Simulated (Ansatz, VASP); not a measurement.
# One calculation of SnO2, two programs

Contents of INCAR:

```
SYSTEM = SnO2
  PREC = Accurate
  ENCUT = 520
  EDIFF = 1E-7
  ISMEAR = 0
  SIGMA = 0.05
  LREAL = .FALSE.
  LASPH = .TRUE.
  NELM = 60
  ALGO = Normal
  ISIF = 2
  LWAVE = .FALSE.
  LCHARG = .TRUE.
  GGA = CA
  LELF = .TRUE.
  LVHAR = .TRUE.
  NBANDS = 20
```

File KPOINTS:

```
regular mesh
0
G
  12 12 12
  0 0 0
```

File POSCAR:

```
SnO2
1.0
    1.6170930752      0.9336291223      4.8005925840
   -1.6170930752      0.9336291223      4.8005925840
    0.0000000000     -1.8672582446      4.8005925840
Sn O
1 2
Direct
    0.5541094395      0.4458905605      0.5000000000
    0.2371700000      0.2371700000      0.2371700000
    0.7628300000      0.7628300000      0.7628300000
```

Input for Ansatz:

```yaml
crystal:
  lattice:
    - [1.6170930752, 0.9336291223, 4.800592584]
    - [-1.6170930752, 0.9336291223, 4.800592584]
    - [0.0, -1.8672582446, 4.800592584]
  atoms:
    - { symbol: Sn, position: [0.5541094395, 0.4458905605, 0.5] }
    - { symbol: O, position: [0.23717, 0.23717, 0.23717] }
    - { symbol: O, position: [0.76283, 0.76283, 0.76283] }
basis:
  ecutwfc: 420
kpoints:
  mp_grid: { grid: [12, 12, 12] }
hamiltonian:
  xc: lda
scf:
  occupations: { method: gaussian, width: 0.05 }
output:
  forces: true
  stress: true
  eigenvalues: true
  write_density: true
  write_potential: true
  elf: true
  volumetric_format: npy
```

Change from the starting cell: all Sn atoms moved +0.175 Å, as atom 1 along Cartesian [1 0 0].

Alike in both runs: task single point; functional LDA; k mesh 12 × 12 × 12; occupations gaussian, width 0.05 eV; no spin polarisation.

|  | VASP | Ansatz |
| --- | --- | --- |
| version | VASP 6.6.1 | Ansatz 0.2.0 |
| potentials or method | VASP PAW LDA potentials, release 64 (Sn_d, O), cutoff 520 eV | scalar-relativistic, plane waves, PAW |
| valence electrons in the cell | 26 | 26 |

```csv
,VASP,Ansatz,Ansatz less VASP
gap on the k mesh at the Fermi level (eV),1.75,1.76,+0.006
least direct gap on the mesh (eV),1.85,1.85,0.000
pressure (GPa),-5.4,-6.1,-0.72
"traceless stress, the component that is largest in VASP (GPa)",2.96,2.88,-0.080
rms of the force components (eV/Å),0.976,0.941,-0.0343
```

LDA's correlation is that of Perdew and Zunger in VASP and of Perdew and Wang (1992) in Ansatz. Atom by atom the forces differ by 0.050 eV/Å (rms over components).
